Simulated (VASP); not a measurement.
# TiB2 (de600): relaxation of cell and atoms with LDA

TiB2 (de600):

```xyz
3
Lattice="2.9947 0.0000 0.0000 -1.4974 2.5935 0.0000 0.0000 0.0000 3.1567" Properties=species:S:1:pos:R:3 pbc="T T T"
Ti    0.0000    0.0000    0.0000
B     0.0000    1.7290    1.5784
B     1.4974    0.8645    1.5784
```

```
Program                : VASP 6.6.1
Task                   : relaxation of cell and atoms
Functional             : LDA
Potentials or basis    : VASP PAW LDA potentials, release 64 (Ti_sv, B)
Cutoff                 : 600 eV
k mesh                 : 15 × 15 × 12
Occupations            : gaussian, width 0.1 eV
Spin                   : no spin polarisation
Dipole correction      : no
Further INCAR settings : ALGO = Normal; EDIFF = 1e-06; IBRION = 2; EDIFFG = -0.002; NSW = 100; ISIF = 3
```

```json
{
 "Relaxed volume": "8.19 Å³/atom",
 "Relaxed cell": "a = 2.996 Å, b = 2.996 Å, c = 3.162 Å, α = 90.00°, β = 90.00°, γ = 120.00°",
 "Space group after relaxing (to 0.05 Å)": "P6/mmm (No. 191)",
 "Energy gained by relaxing": "0.0 meV/atom",
 "Ionic steps": "5",
 "Pressure after relaxing": "0.0 GPa",
 "Band gap on the k mesh": "zero (band 9 reaches 10.89 eV, above the bottom of band 10 at 10.16 eV)"
}
```

Step by step:
```csv
step,energy change (eV),largest force (eV/Å),pressure (GPa),volume (Å³)
1,0.0000,0.0000,0.61,24.52
2,0.0000,0.0000,-0.58,24.63
3,-0.0001,0.0000,-0.07,24.57
4,-0.0001,0.0000,-0.03,24.57
5,-0.0001,0.0000,0.01,24.57
```

Final structure:
```
Ti B
1.0
     2.99559    0.00000    0.00000
    -1.49780    2.59426    0.00000
     0.00000    0.00000    3.16176
Ti B
1 2
Direct
  0.00000 0.00000 0.00000
  0.33333 0.66667 0.50000
  0.66667 0.33333 0.50000
```

Levels at points of the mesh, in eV from the Fermi level:
```tsv
k point	band 6	band 7	band 8	band 9	band 10	band 11	band 12	band 13
(0.00, 0.00, 0.00)	-2.77	-2.77	-2.22	-2.18	1.98	1.98	3.88	3.88
(0.00, 0.00, 0.50)	-7.71	-0.60	-0.60	-0.28	-0.28	0.42	0.42	1.81
```

Run time: 2.5 min on 1 thread of Intel(R) Xeon(R) Platinum 8259CL CPU @ 2.50GHz (Skylake/Cascade Lake), on a shared host, peak memory 0.2 GiB.
